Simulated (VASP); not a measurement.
# MoS2 (P6_3/mmc) in VASP: notebook, part 3 of 3

VASP 6.6.1. Earlier steps stand in the parts before.

### 5 Single point, PBE+D3(BJ) (strain -0.015 along x and y, -0.030 along z)

File INCAR:

```
ALGO     = Normal         # electronic algorithm
EDIFF    = 1E-7           # SCF threshold, eV
ENCUT    = 520            # plane-wave cutoff, eV
GGA      = PE             # functional
ISIF     = 2              # what is computed and relaxed
ISMEAR   = 0              # smearing method
IVDW     = 12             # dispersion correction
LASPH    = True           # aspherical terms in the spheres
LCHARG   = True           # write CHGCAR
LELF     = True           # ELF
LREAL    = False          # projectors in reciprocal space
LVHAR    = True         
LWAVE    = False          # write WAVECAR
NBANDS   = 35             # bands
NELM     = 60             # most SCF steps
PREC     = Accurate       # precision mode
SIGMA    = 0.05           # smearing width, eV
```

File KPOINTS:

```
k-points
0
Gamma
  12 12 4
```

File POSCAR:

```
MoS2
1.0
    3.1021108587      0.0000000000      0.0000000000
   -1.5510554294      2.6865068090      0.0000000000
    0.0000000000      0.0000000000     11.7280312675
Mo S
2 4
Direct
    0.3333333333      0.6666666667      0.2500000000
    0.6666666667      0.3333333333      0.7500000000
    0.3333333333      0.6666666667      0.6204905688
    0.6666666667      0.3333333333      0.1204905688
    0.3333333333      0.6666666667      0.8795094312
    0.6666666667      0.3333333333      0.3795094312
```

Potentials or basis: VASP PAW PBE potentials, release 64 (Mo_sv, S).

Started as:

```sh
$ cat potpaw_PBE.64/Mo_sv/POTCAR potpaw_PBE.64/S/POTCAR > POTCAR
$ mpirun -np 1 vasp_std > vasp.out
```

OUTCAR:

```text
EDIFF = 1E-7
   ENCUT = 520
   GGA = PE
   ISIF = 2
   ISMEAR = 0
   IVDW = 12
   LASPH = True
   LREAL = False
   NELM = 60
   PREC = Accurate
 IVDW          = 12

 ion  position               nearest neighbor table
   1  0.333  0.667  0.250-   4 2.35   6 2.35   4 2.35   6 2.35   4 2.35   6 2.35
   2  0.667  0.333  0.750-   3 2.35   5 2.35   3 2.35   5 2.35   3 2.35   5 2.35
   3  0.333  0.667  0.620-   2 2.35   2 2.35   2 2.35
   4  0.667  0.333  0.120-   1 2.35   1 2.35   1 2.35
   5  0.333  0.667  0.880-   2 2.35   2 2.35   2 2.35
   6  0.667  0.333  0.380-   1 2.35   1 2.35   1 2.35

  LATTYP: Found a hexagonal cell.
 ALAT       =     3.1021108587
 C/A-ratio  =     3.7806615565

  Lattice vectors:

 A1 = (   3.1021108587,   0.0000000000,   0.0000000000)
 A2 = (  -1.5510554294,   2.6865068090,   0.0000000000)
 A3 = (   0.0000000000,   0.0000000000,  11.7280312675)

Analysis of symmetry for initial positions (statically):
=====================================================================
 Subroutine PRICEL returns:
 Original cell was already a primitive cell.

 Routine SETGRP: Setting up the symmetry group for a
 hexagonal supercell.

 Subroutine GETGRP returns: Found 24 space group operations
 (whereof 12 operations were pure point group operations)
 out of a pool of 24 trial point group operations.

The static configuration has the point symmetry D_3d.
 The point group associated with its full space group is D_6h.

Analysis of symmetry for dynamics (positions and initial velocities):
=====================================================================
 Subroutine PRICEL returns:
 Original cell was already a primitive cell.

 Routine SETGRP: Setting up the symmetry group for a
 hexagonal supercell.

 Subroutine GETGRP returns: Found 24 space group operations
 (whereof 12 operations were pure point group operations)
 out of a pool of 24 trial point group operations.

The dynamic configuration has the point symmetry D_3d.
 The point group associated with its full space group is D_6h.

 Subroutine INISYM returns: Found 24 space group operations
 (whereof 12 operations are pure point group operations),
 and found     1 'primitive' translations

----------------------------------------------------------------------------------------

                                     Primitive cell

  volume of cell :      97.7396

  direct lattice vectors                    reciprocal lattice vectors
     3.102110859  0.000000000  0.000000000     0.322361142  0.186115292  0.000000000
    -1.551055429  2.686506809  0.000000000     0.000000000  0.372230585  0.000000000
     0.000000000  0.000000000 11.728031268     0.000000000  0.000000000  0.085265803

  length of vectors
     3.102110859  3.102110859 11.728031268     0.372230585  0.372230585  0.085265803

  position of ions in fractional coordinates (direct lattice)
     0.333333333  0.666666667  0.250000000
     0.666666667  0.333333333  0.750000000
     0.333333333  0.666666667  0.620490569
     0.666666667  0.333333333  0.120490569
     0.333333333  0.666666667  0.879509431
     0.666666667  0.333333333  0.379509431

  ion indices of the primitive-cell ions
   primitive index   ion index
[... 35 lines left out ...]
  0.000000  0.000000  0.000000      1.000000
  0.083333  0.000000  0.000000      6.000000
  0.166667  0.000000  0.000000      6.000000
  0.250000  0.000000  0.000000      6.000000
  0.333333  0.000000  0.000000      6.000000
  0.416667  0.000000  0.000000      6.000000
[... 16 lines left out ...]
  0.250000  0.000000  0.250000     12.000000
  0.333333  0.000000  0.250000     12.000000
 [... further k-points ...]
   k-points           NKPTS =     57   k-points in BZ     NKDIM =     57   number of bands    NBANDS=     35
   number of dos      NEDOS =    301   number of ions     NIONS =      6
   total plane-waves  NPLWV =  51840
   dimension x,y,z NGX =    24 NGY =   24 NGZ =   90
   dimension x,y,z NGXF=    48 NGYF=   48 NGZF=  180
   ions per type =               2   4
   NGX,Y,Z   is equivalent  to a cutoff of  12.86, 12.86, 12.76 a.u.
   NGXF,Y,Z  is equivalent  to a cutoff of  25.72, 25.72, 25.52 a.u.
 SYSTEM =  unknown system
   PREC   = accura    normal or accurate (medium, high low for compatibility)
   ISTART =      0    job   : 0-new  1-cont  2-samecut
   ICHARG =      2    charge: 1-file 2-atom 10-const
   ISPIN  =      1    spin polarized calculation?
   LNONCOLLINEAR =      F non collinear calculations
   LSORBIT =      F    spin-orbit coupling
   LASPH  =      T    aspherical Exc in radial PAW
   ENCUT  =  520.0 eV  38.22 Ry    6.18 a.u.   5.77  5.77 21.81*2*pi/ulx,y,z
   NELM   =     60;   NELMIN=  2; NELMDL= -5     # of ELM steps
   EDIFF  = 0.1E-06   stopping-criterion for ELM
   LREAL  =      F    real-space projection
   EDIFFG = 0.1E-05   stopping-criterion for IOM
   NSW    =      0    number of steps for IOM
   IBRION =     -1    ionic relax: 0-MD 1-quasi-New 2-CG
   NFREE  =      0    steps in history (QN), initial steepest desc. (CG)
   ISIF   =      2    stress and relaxation
   ISYM   =      2    0-nonsym 1-usesym 2-fastsym
   POTIM  = 0.5000    time-step for ionic-motion
   TEBEG  =    0.0;   TEEND  =   0.0 temperature during run
   PSTRESS=    0.0 pullay stress
   NELECT =      52.0000    total number of electrons
   NUPDOWN=      -1.0000    fix difference up-down
   EMIN   =  10.00;   EMAX   =-10.00  energy-range for DOS
   EFERMI =   0.00;   METHOD = LEGACY
   ISMEAR =     0;   SIGMA  =   0.05  broadening in eV -4-tet -1-fermi 0-gaus
   EFERMI_NEDOS =   21; number of points for ismear=-14 and -15
   IALGO  =     38    algorithm
   IMIX   =      4    mixing-type and parameters
     AMIX     =   0.40;   BMIX     =  1.00
     AMIX_MAG =   1.60;   BMIX_MAG =  1.00
  volume/ion in A,a.u.               =      16.29       109.93
  Fermi-wavevector in a.u.,A,eV,Ry     =   1.326536  2.506790 23.942154  1.759699
  Thomas-Fermi vector in A             =   2.455916
   LORBIT       =      0    0 simple, 1 ext, 2 COOP (PROOUT), +10 PAW based schemes
   GGA     = PE    functional components
   LHFCALC =     F    Hartree Fock is set to
   AEXX    =    0.0000 exact exchange contribution
   IVDW    =    12    specifies the selected vdW correction
   LEPSILON=     F    determine dielectric tensor
   LRPA    =     F    only Hartree local field effects (RPA)
 non-spin polarized calculation
 Gauss-broadening in eV      SIGMA  =   0.05
  energy-cutoff  :      520.00
  volume of cell :       97.74
 maximum number of plane-waves:      2652
 NGX is ok and might be reduce to    24
   NGX = 11   NGY = 11   NGZ = 43

 number of electron      51.9999996 magnetization

 Free energy of the ion-electron system (eV)
  ---------------------------------------------------
  ext. energy  EPLUGINS =         0.00000000
  ---------------------------------------------------
  free energy    TOTEN  =       -43.16732761 eV

  energy without entropy =      -43.16732761  energy(sigma->0) =      -43.16732761

 E-fermi :   9.1657     XC(G=0): -11.3215

 val. band max:        8.9669911006   @ k =   0.0000   0.0000   0.0000
 cond. band min:       9.6370953700   @ k =   0.1667   0.1667   0.0000
 fundamental gap:      0.6701042694
 Fermi energy:         9.1656576312

 k-point     1 :       0.0000    0.0000    0.0000
  band No.  band energies     occupation
      1     -52.7261      2.00000
      2     -52.7261      2.00000
      3     -26.9478      2.00000
      4     -26.9476      2.00000
      5     -26.6537      2.00000
      6     -26.6537      2.00000
[... 901 lines left out ...]
     34      12.6860      0.00000
     35      15.4472      0.00000

 [... further k-points ...]

------------------------ aborting loop because EDIFF is reached ----------------------------------------

 Edisp (eV)   -2.79456

 E8    (eV) :    -1.1267

  FORCE on cell =-STRESS in cart. coord.  units (eV):
  Direction    XX          YY          ZZ          XY          YZ          ZX
  --------------------------------------------------------------------------------------
  -------------------------------------------------------------------------------------
  Total       5.72139     5.72139     8.37026    -0.00000    -0.00000     0.00000
  in kB      93.78675    93.78675   137.20785    -0.00000    -0.00000     0.00000
  external pressure =      108.26 kB  Pullay stress =        0.00 kB

 VOLUME and BASIS-vectors are now :
 -----------------------------------------------------------------------------
  energy-cutoff  :      520.00
  volume of cell :       97.74
      direct lattice vectors                 reciprocal lattice vectors
     3.102110859  0.000000000  0.000000000     0.322361142  0.186115292  0.000000000
    -1.551055429  2.686506809  0.000000000     0.000000000  0.372230585  0.000000000
     0.000000000  0.000000000 11.728031268     0.000000000  0.000000000  0.085265803

 POSITION                                       TOTAL-FORCE (eV/Angst)
 -----------------------------------------------------------------------------------
     -0.00000      1.79100      2.93201        -0.000000      0.000000     -0.000000
      1.55106      0.89550      8.79602         0.000000     -0.000000     -0.000000
     -0.00000      1.79100      7.27713        -0.000000     -0.000000     -1.240813
      1.55106      0.89550      1.41312         0.000000      0.000000     -1.240813
     -0.00000      1.79100     10.31491         0.000000     -0.000000      1.240813
      1.55106      0.89550      4.45090         0.000000      0.000000      1.240813
 -----------------------------------------------------------------------------------
    total drift:                               -0.000000      0.000000     -0.000000

  FREE ENERGIE OF THE ION-ELECTRON SYSTEM (eV)
  ---------------------------------------------------
  free  energy   TOTEN  =       -45.9618909380 eV

  energy  without entropy=      -45.9618909380  energy(sigma->0) =      -45.96189094
```

Wall time 4.2 min (1 thread of Intel Xeon 8259CL, shared host); peak memory 0.32 GiB.

What came out:

* Free energy: -45.9619 eV
* Pressure: 10.8 GPa
* Largest force: 1.241 eV/Å
* Band gap on the k mesh: 0.67 eV (least direct gap 1.76 eV)
* Dispersion energy per atom: -0.466 eV

Forces in eV/Å, atoms in the order of the input:
```
Mo   0.000  0.000  0.000
Mo   0.000  0.000  0.000
S    0.000  0.000 -1.241
S    0.000  0.000 -1.241
S    0.000  0.000  1.241
S    0.000  0.000  1.241
```

Caveat: the cell differs from its parent crystal (strain -0.015 along x and y, -0.030 along z); the cell stands under pressure; forces of over 1 eV/Å act on the atoms, so gaps and moduli don't describe the material at rest. A k mesh can miss the band edges.

### 6 Single point, PBE+D3(BJ) (strain -0.030 along x and y, +0.015 along z)

File INCAR:

```
PREC = Accurate ; ENCUT = 520
EDIFF = 1E-7 ; ISMEAR = 0
SIGMA = 0.05 ; LREAL = F
LASPH = T ; NELM = 100
ALGO = Normal ; ISIF = 2
LWAVE = F ; LCHARG = F
GGA = PE ; IVDW = 12
NBANDS = 35
```

File KPOINTS:

```
regular mesh
0
Gamma
  12 12 4
```

Changes to POSCAR since step 5:

```diff
@@ -2,5 +2,5 @@
 1.0
-    3.1021108587      0.0000000000      0.0000000000
-   -1.5510554294      2.6865068090      0.0000000000
-    0.0000000000      0.0000000000     11.7280312675
+    3.0548705918      0.0000000000      0.0000000000
+   -1.5274352959      2.6455955378      0.0000000000
+    0.0000000000      0.0000000000     12.2721151923
 Mo S
```

Potentials or basis: VASP PAW PBE potentials, release 64 (Mo_sv, S).

Started as:

```sh
$ cat potpaw_PBE.64/Mo_sv/POTCAR potpaw_PBE.64/S/POTCAR > POTCAR
$ mpirun -np 1 vasp_std > vasp.out
```

It took 4.9 min on 1 thread of Intel Xeon 8259CL, shared host; peak memory 0.33 GiB.

Results (log left out):

* Free energy: -45.9915 eV
* Pressure: 7.2 GPa
* Largest force: 0.203 eV/Å
* Band gap on the k mesh: 0.94 eV (least direct gap 2.06 eV)
* Dispersion energy per atom: -0.459 eV

Forces on the atoms (eV/Å):
```
Mo   0.000  0.000  0.000
Mo   0.000  0.000  0.000
S    0.000  0.000 -0.203
S    0.000  0.000 -0.203
S    0.000  0.000  0.203
S    0.000  0.000  0.203
```

Stress tensor (GPa, compression positive):
```
10.00  0.00  0.00
 0.00 10.00  0.00
 0.00  0.00  1.56
```

Levels at points of the mesh, in eV from the valence-band top:
| k point | band 24 | band 25 | band 26 | band 27 | band 28 | band 29 |
| --- | --- | --- | --- | --- | --- | --- |
| (0.00, 0.00, 0.00) | -1.42 | -1.21 | 0.00 | 2.63 | 2.63 | 2.67 |
| (0.50, 0.00, 0.00) | -1.24 | -1.19 | -1.01 | 2.29 | 2.33 | 2.46 |
| (0.00, 0.00, 0.50) | -1.68 | -0.32 | -0.32 | 2.63 | 2.63 | 2.63 |
| (0.50, 0.00, 0.50) | -1.21 | -1.13 | -1.13 | 2.30 | 2.30 | 2.69 |

Caveat: the cell differs from its parent crystal (strain -0.030 along x and y, +0.015 along z); the cell stands under pressure. A k mesh can miss the band edges.

### 7 The runs side by side

```tsv
cell	gap on the mesh (eV)	pressure (GPa)	largest force (eV/Å)
a = 3.055, b = 3.055, c = 11.728 Å, angles 90.0, 90.0, 120.0°, 6 atoms	0.69	17.1	1.65
a = 3.055, b = 3.055, c = 11.909 Å, angles 90.0, 90.0, 120.0°, 6 atoms	0.78	13.5	1.14
a = 3.055, b = 3.055, c = 12.091 Å, angles 90.0, 90.0, 120.0°, 6 atoms	0.86	10.2	0.66
a = 3.102, b = 3.102, c = 11.728 Å, angles 90.0, 90.0, 120.0°, 6 atoms	0.67	10.8	1.24
a = 3.055, b = 3.055, c = 12.272 Å, angles 90.0, 90.0, 120.0°, 6 atoms	0.94	7.2	0.20
```

Alike in all rows: task single point; level PBE+D3(BJ); potentials or basis VASP PAW PBE potentials, release 64 (Mo_sv, S); no spin polarisation; k mesh 12 × 12 × 4; cutoff (eV) 520; smearing gaussian 0.05 eV.

Caveats: the cell stands under pressure; forces of over 1 eV/Å act on the atoms, so gaps and moduli don't describe the material at rest (at least some runs).

Absolute energies hang on the potentials; compare differences alone.
